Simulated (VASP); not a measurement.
Write the native input for VASP 6.6.1 that does the following.

* Task: single point
* Functional: BLYP
* Potentials or basis: VASP PAW PBE potentials, release 64 (K_sv)
* Cutoff: 520 eV
* k mesh: 9 × 9 × 9
* Occupations: fermi-dirac, width 0.1 eV
* Spin: no spin polarisation
* Dipole correction: no
* Further INCAR settings: ALGO = Normal; EDIFF = 1e-06; NBANDS = 10

The structure of K lies in POSCAR:

```
K
1.0
    0.0000000000      3.3155469111      3.3155469111
    3.3155469111      0.0000000000      3.3155469111
    3.3155469111      3.3155469111      0.0000000000
K
1
Direct
    0.0000000000      0.0000000000      0.0000000000
```

This cell differs from its parent crystal: volume scaled by 0.96.

These files were run (other wordings do the same):

INCAR

```
AGGAC = 1.0
AGGAX = 1.0
ALDAC = 0.0
ALDAX = 1.0
ALGO = Normal
EDIFF = 1E-6
ENCUT = 520
GGA = B5
ISIF = 2
ISMEAR = -1
LASPH = True
LCHARG = True
LELF = True
LREAL = False
LVHAR = True
LWAVE = False
NBANDS = 10
NELM = 60
PREC = Accurate
SIGMA = 0.1
```

KPOINTS

```
k-points
0
Gamma
  9 9 9
```

Potentials or basis: VASP PAW PBE potentials, release 64 (K_sv).

The run is started by

```sh
$ cat potpaw_PBE.64/K_sv/POTCAR > POTCAR
$ mpirun -np 1 vasp_std > vasp.out
```

Results of the run:

```
Pressure : 0.1 GPa
```

Caveat: the PAW data sets were made with another functional, which shifts forces and pressure a little.

Wall time 32 s on 1 thread of Intel Xeon 6975P-C, on a shared host, peak memory 0.2 GiB.
